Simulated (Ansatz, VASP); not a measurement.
# One calculation of LiCl, two programs

```
CELL_PARAMETERS angstrom
6.78227 0.00000 0.00000
0.00000 6.78227 0.00000
0.00000 0.00000 6.78227
ATOMIC_POSITIONS crystal
Li 0.75000 0.50000 0.00000
Li 0.50000 0.00000 0.75000
Li 0.00000 0.75000 0.50000
Li 0.00000 0.25000 0.50000
Li 0.25000 0.50000 0.00000
Li 0.50000 0.00000 0.25000
Cl 0.50000 0.75000 0.00000
Cl 0.75000 0.00000 0.50000
Cl 0.00000 0.50000 0.75000
Cl 0.25000 0.00000 0.50000
Cl 0.00000 0.50000 0.25000
Cl 0.50000 0.25000 0.00000
```

Alike in both runs: functional PBE; k mesh 4 × 4 × 4; no spin polarisation.

Ansatz relaxed the structure, and its values are those at the end. VASP's run is a single point on that final structure, the one shown.

```csv
,VASP,Ansatz
version,VASP 6.6.1,Ansatz 0.2.0
potentials or method,"VASP PAW PBE potentials, release 64 (Li_sv, Cl), cutoff 520 eV","scalar-relativistic, plane waves, PAW"
occupations,"gaussian, width 0.01 eV",fixed
valence electrons in the cell,60,60
```

```csv
,VASP,Ansatz,Ansatz less VASP
gap on the k mesh at the Fermi level (eV),5.36,5.36,-0.002
least direct gap on the mesh (eV),5.36,5.36,-0.002
```

Noted on VASP's run: the cutoff is under 1.25 times that of the potentials, so the pressure is a little rough.
